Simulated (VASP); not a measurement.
## Ag: single point with PBE

Sheet: Ag, a sheet with vacuum.

```
Ag
1.0
     5.46716    0.00000    0.00000
    -2.73358    4.73470    0.00000
     0.00000    0.00000   23.80000
Ag
3
Direct
  0.50000 0.00000 0.29412
  0.00000 0.50000 0.29412
  0.50000 0.50000 0.29412
```

```yaml
Program: VASP 6.6.1
Task: single point
Functional: PBE
Potentials_or_basis: VASP PAW PBE potentials, release 64 (Ag)
Cutoff: 520 eV
k_mesh: 12 × 12 × 1
Occupations: gaussian, width 0.1 eV
Spin: no spin polarisation
```

```
Work function of the upper face : 4.91 eV
Work function of the lower face : 4.91 eV
```

Levels at points of the mesh, in eV from the Fermi level:
```csv
k point,band 12,band 13,band 14,band 15,band 16,band 17,band 18,band 19,band 20,band 21
"(0.00, 0.00, 0.00)",-2.40,-2.40,-2.39,-2.39,-1.48,1.85,2.56,4.32,4.32,4.66
"(0.50, 0.00, 0.00)",-2.99,-2.58,-2.43,-2.37,-1.46,-0.93,3.22,3.45,3.51,4.46
```

Run time: 4.9 min on 1 thread of Intel(R) Xeon(R) 6975P-C (Granite Rapids), on a shared host, peak memory 0.72 GiB.
